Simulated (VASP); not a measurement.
Pt, 1 atom in the cell. It takes space group I4/mmm (No. 139, tetragonal). Conventional cell: a = 3.216 Å, b = 3.216 Å, c = 3.121 Å, α = 90.00°, β = 90.00°, γ = 90.00°. Pt (site symmetry 4/mmm) has 14 Pt at 2.76 to 3.22 Å within 3.6 Å.  This cell differs from its parent crystal: strain +0.015 along x and y, -0.015 along z.

| Quantity | Value |
| --- | --- |
| Program | VASP 6.6.1 |
| Task | single point |
| Functional | PBEsol |
| Potentials or basis | VASP PAW PBE potentials, release 64 (Pt) |
| Cutoff | 520 eV |
| k mesh | 22 × 22 × 22 |
| Occupations | gaussian, width 0.15 eV |
| Spin | no spin polarisation |
| Dipole correction | no |
| Further INCAR settings | ALGO = Fast; EDIFF = 1e-07; NBANDS = 11 |

Potentials or basis: VASP PAW PBE potentials, release 64 (Pt).

Launch:

```sh
$ cat potpaw_PBE.64/Pt/POTCAR > POTCAR
$ mpirun -np 1 vasp_std > vasp.out
```

Hardware: 1 thread of Intel(R) Xeon(R) Platinum 8375C CPU @ 2.90GHz (Ice Lake), with other jobs on the host.

How long does it take, and how much memory?

It took 74 s on 1 thread of Intel(R) Xeon(R) Platinum 8375C CPU @ 2.90GHz (Ice Lake), with other jobs on the host, peak memory 0.27 GiB. Counts: scf iterations 13, k points 834.
